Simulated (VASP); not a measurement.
# BN (P6_3/mmc) in VASP: a series of runs

The runs below take BN through single point, relaxation of cell and atoms, with PBE.

Program: VASP 6.6.1. These are calculated values, not measurements. Logs are shortened: lines on timing, memory, paths and dates and some standing lists are left out, and cuts for length are marked.

## (1) The cell of the first run

The structure is hexagonal, space group P6_3/mmc (No. 194). The conventional cell has a = 2.512 Å, b = 2.512 Å, c = 8.420 Å, α = 90.00°, β = 90.00°, γ = 120.00°. B (site symmetry -6m2) has 3 N at 1.45 Å within 1.9 Å. N (site symmetry -6m2) has 3 B at 1.45 Å within 1.9 Å.

## (2) Single point, PBE

INCAR reads:

```
SYSTEM = BN
ALGO = Normal
EDIFF = 1E-6
ENCUT = 520
GGA = PE
ISIF = 2
ISMEAR = 0
LASPH = .True.
LCHARG = .False.
LREAL = .False.
LWAVE = .False.
NBANDS = 16
NELM = 100
PREC = Accurate
SIGMA = 0.02
```

KPOINTS reads:

```
k-points
0
Gamma
  12 12 4
  0 0 0
```

POSCAR reads:

```
BN
1.0
    2.5116193520      0.0000000000      0.0000000000
   -1.2558096760      2.1751261634      0.0000000000
    0.0000000000      0.0000000000      8.4203711562
B N
2 2
Direct
    0.3333333333      0.6666666667      0.2500000000
    0.6666666667      0.3333333333      0.7500000000
    0.3333333333      0.6666666667      0.7500000000
    0.6666666667      0.3333333333      0.2500000000
```

Potentials or basis: VASP PAW PBE potentials, release 64 (B, N).

The run is started by

```bash
$ cat potpaw_PBE.64/B/POTCAR potpaw_PBE.64/N/POTCAR > POTCAR
$ mpirun -np 1 vasp_std > vasp.out
```

OUTCAR:

```text
SYSTEM = BN
   EDIFF = 1E-6
   ENCUT = 520
   GGA = PE
   ISIF = 2
   ISMEAR = 0
   LASPH = .True.
   LREAL = .False.
   NELM = 100
   PREC = Accurate

 ion  position               nearest neighbor table
   1  0.333  0.667  0.250-   4 1.45   4 1.45   4 1.45
   2  0.667  0.333  0.750-   3 1.45   3 1.45   3 1.45
   3  0.333  0.667  0.750-   2 1.45   2 1.45   2 1.45
   4  0.667  0.333  0.250-   1 1.45   1 1.45   1 1.45

  LATTYP: Found a hexagonal cell.
 ALAT       =     2.5116193520
 C/A-ratio  =     3.3525666019

  Lattice vectors:

 A1 = (   2.5116193520,   0.0000000000,   0.0000000000)
 A2 = (  -1.2558096760,   2.1751261634,   0.0000000000)
 A3 = (   0.0000000000,   0.0000000000,   8.4203711562)

Analysis of symmetry for initial positions (statically):
=====================================================================
 Subroutine PRICEL returns:
 Original cell was already a primitive cell.

 Routine SETGRP: Setting up the symmetry group for a
 hexagonal supercell.

 Subroutine GETGRP returns: Found 24 space group operations
 (whereof 12 operations were pure point group operations)
 out of a pool of 24 trial point group operations.

The static configuration has the point symmetry D_3d.
 The point group associated with its full space group is D_6h.

Analysis of symmetry for dynamics (positions and initial velocities):
=====================================================================
 Subroutine PRICEL returns:
 Original cell was already a primitive cell.

 Routine SETGRP: Setting up the symmetry group for a
 hexagonal supercell.

 Subroutine GETGRP returns: Found 24 space group operations
 (whereof 12 operations were pure point group operations)
 out of a pool of 24 trial point group operations.

The dynamic configuration has the point symmetry D_3d.
 The point group associated with its full space group is D_6h.

 Subroutine INISYM returns: Found 24 space group operations
 (whereof 12 operations are pure point group operations),
 and found     1 'primitive' translations

----------------------------------------------------------------------------------------

                                     Primitive cell

  volume of cell :      46.0012

  direct lattice vectors                    reciprocal lattice vectors
     2.511619352  0.000000000  0.000000000     0.398149504  0.229871723  0.000000000
    -1.255809676  2.175126163  0.000000000     0.000000000  0.459743447  0.000000000
     0.000000000  0.000000000  8.420371156     0.000000000  0.000000000  0.118759611

  length of vectors
     2.511619352  2.511619352  8.420371156     0.459743447  0.459743447  0.118759611

  position of ions in fractional coordinates (direct lattice)
     0.333333333  0.666666667  0.250000000
     0.666666667  0.333333333  0.750000000
     0.333333333  0.666666667  0.750000000
     0.666666667  0.333333333  0.250000000

  ion indices of the primitive-cell ions
   primitive index   ion index
                 1           1
                 2           2
                 3           3
                 4           4

----------------------------------------------------------------------------------------

 KPOINTS: k-points

Automatic generation of k-mesh.
 Grid dimensions read from file:
 generate k-points for:   12   12    4

 Generating k-lattice:

  Cartesian coordinates                     Fractional coordinates (reciprocal lattice)
     0.033179125  0.019155977  0.000000000     0.083333333  0.000000000  0.000000000
     0.000000000  0.038311954  0.000000000     0.000000000  0.083333333  0.000000000
     0.000000000  0.000000000  0.029689903     0.000000000  0.000000000  0.250000000

  Length of vectors
     0.038311954  0.038311954  0.029689903

  Shift w.r.t. Gamma in fractional coordinates (k-lattice)
     0.000000000  0.000000000  0.000000000

 Subroutine IBZKPT returns following result:
 ===========================================

 Found     57 irreducible k-points:

 Following reciprocal coordinates:
            Coordinates               Weight
  0.000000  0.000000  0.000000      1.000000
  0.083333  0.000000  0.000000      6.000000
  0.166667 -0.000000  0.000000      6.000000
  0.250000  0.000000  0.000000      6.000000
  0.333333 -0.000000  0.000000      6.000000
  0.416667  0.000000  0.000000      6.000000
[... 16 lines left out ...]
  0.250000  0.000000  0.250000     12.000000
  0.333333 -0.000000  0.250000     12.000000
 [... further k-points ...]
   k-points           NKPTS =     57   k-points in BZ     NKDIM =     57   number of bands    NBANDS=     16
   number of dos      NEDOS =    301   number of ions     NIONS =      4
   total plane-waves  NPLWV =  25600
   dimension x,y,z NGX =    20 NGY =   20 NGZ =   64
   dimension x,y,z NGXF=    40 NGYF=   40 NGZF=  128
   ions per type =               2   2
   NGX,Y,Z   is equivalent  to a cutoff of  13.24, 13.24, 12.64 a.u.
   NGXF,Y,Z  is equivalent  to a cutoff of  26.48, 26.48, 25.27 a.u.
 SYSTEM =  BN
   PREC   = accura    normal or accurate (medium, high low for compatibility)
   ISTART =      0    job   : 0-new  1-cont  2-samecut
   ICHARG =      2    charge: 1-file 2-atom 10-const
   ISPIN  =      1    spin polarized calculation?
   LNONCOLLINEAR =      F non collinear calculations
   LSORBIT =      F    spin-orbit coupling
   LASPH  =      T    aspherical Exc in radial PAW
   ENCUT  =  520.0 eV  38.22 Ry    6.18 a.u.   4.67  4.67 15.66*2*pi/ulx,y,z
   NELM   =    100;   NELMIN=  2; NELMDL= -5     # of ELM steps
   EDIFF  = 0.1E-05   stopping-criterion for ELM
   LREAL  =      F    real-space projection
   EDIFFG = 0.1E-04   stopping-criterion for IOM
   NSW    =      0    number of steps for IOM
   IBRION =     -1    ionic relax: 0-MD 1-quasi-New 2-CG
   NFREE  =      0    steps in history (QN), initial steepest desc. (CG)
   ISIF   =      2    stress and relaxation
   ISYM   =      2    0-nonsym 1-usesym 2-fastsym
   POTIM  = 0.5000    time-step for ionic-motion
   TEBEG  =    0.0;   TEEND  =   0.0 temperature during run
   PSTRESS=    0.0 pullay stress
   NELECT =      16.0000    total number of electrons
   NUPDOWN=      -1.0000    fix difference up-down
   EMIN   =  10.00;   EMAX   =-10.00  energy-range for DOS
   EFERMI =   0.00;   METHOD = LEGACY
   ISMEAR =     0;   SIGMA  =   0.02  broadening in eV -4-tet -1-fermi 0-gaus
   EFERMI_NEDOS =   21; number of points for ismear=-14 and -15
   IALGO  =     38    algorithm
   IMIX   =      4    mixing-type and parameters
     AMIX     =   0.40;   BMIX     =  1.00
     AMIX_MAG =   1.60;   BMIX_MAG =  1.00
  volume/ion in A,a.u.               =      11.50        77.61
  Fermi-wavevector in a.u.,A,eV,Ry     =   1.151308  2.175657 18.034671  1.325511
  Thomas-Fermi vector in A             =   2.287967
   LORBIT       =      0    0 simple, 1 ext, 2 COOP (PROOUT), +10 PAW based schemes
   GGA     = PE    functional components
   LHFCALC =     F    Hartree Fock is set to
   AEXX    =    0.0000 exact exchange contribution
   IVDW    =     0    specifies the selected vdW correction
   LEPSILON=     F    determine dielectric tensor
   LRPA    =     F    only Hartree local field effects (RPA)
 non-spin polarized calculation
 Gauss-broadening in eV      SIGMA  =   0.02
  energy-cutoff  :      520.00
  volume of cell :       46.00
 maximum number of plane-waves:      1267
 NGX is ok and might be reduce to    20

 number of electron      15.9999998 magnetization

 Free energy of the ion-electron system (eV)
  ---------------------------------------------------
  ext. energy  EPLUGINS =         0.00000000
  ---------------------------------------------------
  free energy    TOTEN  =       -35.20726910 eV

  energy without entropy =      -35.20726910  energy(sigma->0) =      -35.20726910

 E-fermi :   0.7168     XC(G=0):  -8.5255

 val. band max:        0.5465784506   @ k =   0.3333   0.3333   0.5000
 cond. band min:       4.9244246964   @ k =   0.0000   0.0000   0.0000
 fundamental gap:      4.3778462458
 Fermi energy:         0.7167790390

 k-point     1 :       0.0000    0.0000    0.0000
  band No.  band energies     occupation
      1     -17.0869      2.00000
      2     -17.0494      2.00000
      3      -4.9306      2.00000
      4      -4.3620      2.00000
      5      -0.8031      2.00000
      6      -0.8031      2.00000
[... 8 lines left out ...]
     15      12.0717      0.00000
     16      12.8698      0.00000

 k-point     2 :       0.0833    0.0000    0.0000
  band No.  band energies     occupation
      1     -16.9537      2.00000
      2     -16.9171      2.00000
      3      -4.7493      2.00000
      4      -4.1876      2.00000
      5      -1.3607      2.00000
      6      -1.3579      2.00000
[... 8 lines left out ...]
     15      12.6450      0.00000
     16      12.6587      0.00000

 k-point     3 :       0.1667   -0.0000    0.0000
  band No.  band energies     occupation
      1     -16.5618      2.00000
      2     -16.5274      2.00000
      3      -4.2130      2.00000
      4      -3.6730      2.00000
      5      -2.7667      2.00000
      6      -2.7606      2.00000
[... 8 lines left out ...]
     15      13.2784      0.00000
     16      14.2384      0.00000

 k-point     4 :       0.2500    0.0000    0.0000
  band No.  band energies     occupation
      1     -15.9383      2.00000
      2     -15.9078      2.00000
      3      -4.5428      2.00000
      4      -4.5381      2.00000
      5      -3.3502      2.00000
      6      -2.8503      2.00000
[... 8 lines left out ...]
     15      13.6090      0.00000
     16      16.4893      0.00000
[... 324 lines left out ...]
 k-point    22 :       0.1667   -0.0000    0.2500
  band No.  band energies     occupation
      1     -16.5567      2.00000
      2     -16.5325      2.00000
      3      -4.1407      2.00000
      4      -3.7600      2.00000
      5      -2.7647      2.00000
      6      -2.7608      2.00000
[... 8 lines left out ...]
     15      14.0211      0.00000
     16      14.2407      0.00000

 k-point    23 :       0.2500    0.0000    0.2500
  band No.  band energies     occupation
      1     -15.9338      2.00000
      2     -15.9123      2.00000
      3      -4.5426      2.00000
      4      -4.5393      2.00000
      5      -3.2816      2.00000
      6      -2.9288      2.00000
[... 8 lines left out ...]
     15      14.6684      0.00000
     16      16.5028      0.00000

 k-point    24 :       0.3333   -0.0000    0.2500
  band No.  band energies     occupation
      1     -15.1484      2.00000
      2     -15.1308      2.00000
      3      -6.3106      2.00000
      4      -6.3066      2.00000
      5      -3.0267      2.00000
      6      -3.0233      2.00000
[... 8 lines left out ...]
     15      15.6923      0.00000
     16      17.9579      0.00000

 [... further k-points ...]

------------------------ aborting loop because EDIFF is reached ----------------------------------------

  FORCE on cell =-STRESS in cart. coord.  units (eV):
  Direction    XX          YY          ZZ          XY          YZ          ZX
  --------------------------------------------------------------------------------------
  -------------------------------------------------------------------------------------
  Total        0.0891476      0.0891476     -0.0253890      0.0000000      0.0000000      0.0000000
  in kB        3.1049214      3.1049214     -0.8842719      0.0000000      0.0000000      0.0000000
  external PRESSURE =       1.7751903 kB  Pullay stress =       0.0000000 kB

 VOLUME and BASIS-vectors are now :
 -----------------------------------------------------------------------------
  energy-cutoff  :      520.00
  volume of cell :       46.00
      direct lattice vectors                 reciprocal lattice vectors
     2.511619352  0.000000000  0.000000000     0.398149504  0.229871723  0.000000000
    -1.255809676  2.175126163  0.000000000     0.000000000  0.459743447  0.000000000
     0.000000000  0.000000000  8.420371156     0.000000000  0.000000000  0.118759611

 POSITION                                       TOTAL-FORCE (eV/Angst)
 -----------------------------------------------------------------------------------
     -0.00000      1.45008      2.10509        -0.000000     -0.000000      0.000000
      1.25581      0.72504      6.31528         0.000000      0.000000      0.000000
     -0.00000      1.45008      6.31528         0.000000     -0.000000      0.000000
      1.25581      0.72504      2.10509        -0.000000      0.000000      0.000000
 -----------------------------------------------------------------------------------
    total drift:                                0.000000     -0.000000      0.000000

  FREE ENERGIE OF THE ION-ELECTRON SYSTEM (eV)
  ---------------------------------------------------
  free  energy   TOTEN  =       -35.2072691026 eV

  energy  without entropy=      -35.2072691026  energy(sigma->0) =      -35.20726910
```

Wall time 72 s (1 thread of Intel Xeon 8259CL, shared host); peak memory 0.18 GiB.

What came out:

* Free energy: -35.2073 eV
* Pressure: 0.2 GPa
* Band gap on the k mesh: 4.38 eV (least direct gap 4.66 eV)

Caveat: this functional lacks dispersion, which binds layers or chains, so the pressure and a relaxed spacing across them are unreliable. A k mesh can miss the band edges.

## (3) Relaxation of cell and atoms, PBE

This run uses another cell than the first one, of 9.04 Å³/atom.

INCAR reads:

```
SYSTEM = BN
PREC = Accurate
ENCUT = 600
EDIFF = 1E-6
ISMEAR = 0
SIGMA = 0.02
LREAL = .FALSE.
LASPH = .TRUE.
NELM = 60
ALGO = Normal
ISIF = 3
LWAVE = .FALSE.
LCHARG = .FALSE.
GGA = PE
IBRION = 2
NSW = 100
EDIFFG = -0.005
```

KPOINTS reads:

```
Automatic mesh
0
G
  12 12 4
  0 0 0
```

POSCAR reads:

```
BN
1.0
    2.5039917043      0.0000000000      0.0000000000
   -1.2519958522      2.1685204268      0.0000000000
    0.0000000000      0.0000000000      6.6612000000
B N
2 2
Direct
    0.3333333333      0.6666666667      0.2500000000
    0.6666666667      0.3333333333      0.7500000000
    0.3333333333      0.6666666667      0.7500000000
    0.6666666667      0.3333333333      0.2500000000
```

Potentials or basis: VASP PAW PBE potentials, release 64 (B, N).

The run is started by

```bash
$ cat potpaw_PBE.64/B/POTCAR potpaw_PBE.64/N/POTCAR > POTCAR
$ mpirun -np 1 vasp_std > vasp.out
```

Wall time 3.3 min (1 thread of Intel Xeon 8259CL, shared host); peak memory 0.17 GiB.

It converged, with:

| Property | Result |
| --- | --- |
| Free energy | -35.2005 eV |
| Relaxed volume | 10.44 Å³/atom |
| Relaxed cell | a = 2.512 Å, b = 2.512 Å, c = 7.638 Å, α = 90.00°, β = 90.00°, γ = 120.00° |
| Space group after relaxing (to 0.1 Å) | P6_3/mmc (No. 194) |
| Energy gained by relaxing | 9.8 meV/atom |
| Ionic steps | 10 |
| Pressure after relaxing | 0.0 GPa |
| Band gap on the k mesh | 4.47 eV (least direct gap 4.65 eV) |

The path:
| step | energy change (eV) | largest force (eV/Å) | pressure (GPa) | volume (Å³) |
| --- | --- | --- | --- | --- |
| 1 | 0.0000 | 0.0000 | 3.23 | 36.17 |
| 2 | 0.0029 | 0.0000 | -3.53 | 37.13 |
| 3 | -0.0042 | 0.0000 | 0.21 | 36.58 |
| 4 | -0.0083 | 0.0000 | 0.19 | 36.86 |
| 5 | -0.0186 | 0.0000 | 0.23 | 37.67 |
| 6 | -0.0320 | 0.0000 | 0.35 | 39.30 |
| 7 | -0.0382 | 0.0000 | 0.61 | 42.54 |
| 8 | -0.0390 | 0.0000 | 0.55 | 41.62 |
| 9 | -0.0200 | 0.0000 | -5.30 | 43.07 |
| 10 | -0.0392 | 0.0000 | -0.01 | 41.75 |

Final structure:
```cif
data_structure
_symmetry_space_group_name_H-M 'P 1'
_symmetry_Int_Tables_number 1
_cell_length_a 2.5123
_cell_length_b 2.5123
_cell_length_c 7.6380
_cell_angle_alpha 90.000
_cell_angle_beta 90.000
_cell_angle_gamma 120.000
_cell_volume 41.75
loop_
_atom_site_label
_atom_site_type_symbol
_atom_site_fract_x
_atom_site_fract_y
_atom_site_fract_z
_atom_site_occupancy
B1 B 0.33333 0.66667 0.25000 1
B2 B 0.66667 0.33333 0.75000 1
N1 N 0.33333 0.66667 0.75000 1
N2 N 0.66667 0.33333 0.25000 1
```

Levels at points of the mesh, in eV from the valence-band top:
```
           k point  band 5  band 6  band 7  band 8  band 9  band 10  band 11  band 12
(0.00, 0.00, 0.00)   -1.35   -1.35   -1.34   -1.34    4.62     8.68    11.50    11.50
(0.50, 0.00, 0.00)   -4.12   -4.11   -1.12   -0.68    4.47     5.17     9.40     9.88
(0.00, 0.00, 0.50)   -1.34   -1.34   -1.34   -1.34    6.27     6.27    11.51    11.51
(0.50, 0.00, 0.50)   -4.11   -4.11   -0.90   -0.90    4.75     4.75     9.73     9.73
```

Caveat: the volume moved by over 15 % at a fixed basis, so the end points are rough; this functional lacks dispersion, which binds layers or chains, so the pressure and a relaxed spacing across them are unreliable. As with any semilocal functional, this PBE gap is likely too small.

## (4) Single point, PBE

This run uses another cell than the first one: it holds 8 atoms, not 4.

INCAR reads:

```
SYSTEM = BN
ALGO = Normal ; EDIFF = 1E-6
ENCUT = 520 ; GGA = PE
ISIF = 2 ; ISMEAR = 0
LASPH = .TRUE. ; LCHARG = .TRUE.
LELF = .TRUE. ; LREAL = .FALSE.
LVHAR = .TRUE. ; LWAVE = .FALSE.
NBANDS = 26 ; NELM = 100
PREC = Accurate ; SIGMA = 0.05
```

KPOINTS reads:

```
k-points
0
G
  10 6 4
  0 0 0
```

POSCAR reads:

```
BN
1.0
    2.5116193520      0.0000000000      0.0000000000
    0.0000000000      4.3502523269      0.0000000000
    0.0000000000      0.0000000000      8.4203711562
B N
4 4
Direct
    0.0000000000      0.3333333333      0.2500000000
    0.5000000000      0.8333333333      0.2500000000
    0.5000000000      0.1666666667      0.7500000000
    1.0000000000      0.6666666667      0.7500000000
    0.0000000000      0.3333333333      0.7500000000
    0.5000000000      0.8333333333      0.7500000000
    0.5000000000      0.1666666667      0.2500000000
    1.0000000000      0.6666666667      0.2500000000
```

The run is started by

```bash
$ cat potpaw_PBE.64/B/POTCAR potpaw_PBE.64/N/POTCAR > POTCAR
$ mpirun -np 1 vasp_std > vasp.out
```

It took 2.4 min on 1 thread of Intel Xeon 8259CL, shared host; peak memory 0.27 GiB.

Results (log left out):

```
Free energy            : -70.4146 eV
Pressure               : 0.2 GPa
Band gap on the k mesh : 4.39 eV
```

Stress tensor (GPa, compression positive):
```
 0.31  0.00  0.00
 0.00  0.31  0.00
 0.00  0.00 -0.08
```

Levels at points of the mesh, in eV from the valence-band top:
```csv
k point,band 12,band 13,band 14,band 15,band 16,band 17,band 18,band 19,band 20,band 21
"(0.00, 0.00, 0.00)",-1.34,-1.33,-1.33,-1.00,-0.78,4.39,4.60,5.01,7.69,9.45
"(0.50, 0.00, 0.00)",-5.84,-1.25,-1.25,-0.94,-0.94,5.72,5.72,5.74,5.74,9.94
"(0.00, 0.50, 0.00)",-3.38,-2.94,-2.94,-2.94,-2.94,6.30,6.30,7.97,7.97,9.20
"(0.50, 0.50, 0.00)",-4.10,-1.00,-1.00,-0.78,-0.78,4.60,4.60,5.01,5.01,9.45
"(0.00, 0.00, 0.50)",-1.34,-1.34,-1.34,-0.89,-0.89,4.78,4.78,5.65,5.65,9.71
"(0.50, 0.00, 0.50)",-5.85,-1.10,-1.10,-1.10,-1.10,5.71,5.71,5.71,5.71,10.99
"(0.00, 0.50, 0.50)",-3.64,-2.94,-2.94,-2.94,-2.94,7.17,7.17,7.17,7.17,9.56
"(0.50, 0.50, 0.50)",-4.11,-0.89,-0.89,-0.89,-0.89,4.78,4.78,4.78,4.78,9.71
```

Caveat: this functional lacks dispersion, which binds layers or chains, so the pressure and a relaxed spacing across them are unreliable. A k mesh can miss the band edges.

## (5) The runs side by side

| task | cell | k mesh | cutoff (eV) | smearing | gap on the mesh (eV) | pressure (GPa) |
| --- | --- | --- | --- | --- | --- | --- |
| single point | a = 2.512, b = 2.512, c = 8.420 Å, angles 90.0, 90.0, 120.0°, 4 atoms, atomic positions A | 12 × 12 × 4 | 520 | gaussian 0.02 eV | 4.38 | 0.2 |
| relaxation of cell and atoms | relaxed from a = 2.504, b = 2.504, c = 6.661 Å, angles 90.0, 90.0, 120.0°, 4 atoms, atomic positions A | 12 × 12 × 4 | 600 | gaussian 0.02 eV | 4.47 | 0.0 |
| single point | a = 2.512, b = 4.350, c = 8.420 Å, 8 atoms, atomic positions B | 10 × 6 × 4 | 520 | gaussian 0.05 eV | 4.39 | 0.2 |

Alike in all rows: level PBE; potentials or basis VASP PAW PBE potentials, release 64 (B, N); no spin polarisation.

Caveats: this functional lacks dispersion, which binds layers or chains, so the pressure and a relaxed spacing across them are unreliable; the volume moved by over 15 % at a fixed basis, so the end points are rough (at least some runs).

Absolute energies hang on the potentials; compare differences alone.
